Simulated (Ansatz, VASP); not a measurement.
# AlN in VASP and in Ansatz

File INCAR:

```
PREC = Accurate ; ENCUT = 600
EDIFF = 1E-6 ; ISMEAR = 0
SIGMA = 0.1 ; LREAL = False
LASPH = True ; NELM = 120
ALGO = Normal ; ISIF = 2
LWAVE = False ; LCHARG = False
GGA = PE ; IVDW = 12
NBANDS = 11 ; GGA_COMPAT = False
```

The input KPOINTS:

```
regular mesh
0
Gamma
  6 6 6
```

POSCAR

```
AlN
1.0
    0.0000000000      2.0345180000      2.0345180000
    2.0345180000      0.0000000000      2.0345180000
    2.0345180000      2.0345180000      0.0000000000
Al N
1 1
Direct
    0.5000000000      0.5000000000      0.5000000000
    0.0000000000      0.0000000000      0.0000000000
```

Input for Ansatz:

```yaml
crystal:
  lattice:
    - [0.0, 2.034518, 2.034518]
    - [2.034518, 0.0, 2.034518]
    - [2.034518, 2.034518, 0.0]
  atoms:
    - { symbol: Al, position: [0.5, 0.5, 0.5] }
    - { symbol: "N", position: [0.0, 0.0, 0.0] }
basis:
  ecutwfc: "21 Ha"
kpoints:
  mp_grid: { grid: [6, 6, 6] }
hamiltonian:
  xc: pbe
  dispersion: d3bj
scf:
  occupations: { method: gaussian, width: 0.1 }
  max_iter: 99
output:
  forces: true
  stress: true
  eigenvalues: true
```

Alike in both runs: task single point; functional PBE; dispersion D3(BJ); k mesh 6 × 6 × 6; occupations gaussian, width 0.1 eV; no spin polarisation.

```csv
,VASP,Ansatz
version,VASP 6.6.1,Ansatz 0.2.0
potentials or method,"VASP PAW PBE potentials, release 64 (Al, N), cutoff 600 eV","scalar-relativistic, plane waves, PAW"
valence electrons in the cell,8,8
```

```csv
,VASP,Ansatz,Ansatz less VASP
gap on the k mesh at the Fermi level (eV),4.42,4.44,+0.022
least direct gap on the mesh (eV),5.40,5.40,-0.010
pressure (GPa),-6.7,-6.3,+0.44
```

The k mesh is coarse, so the values compare programs but aren't converged.
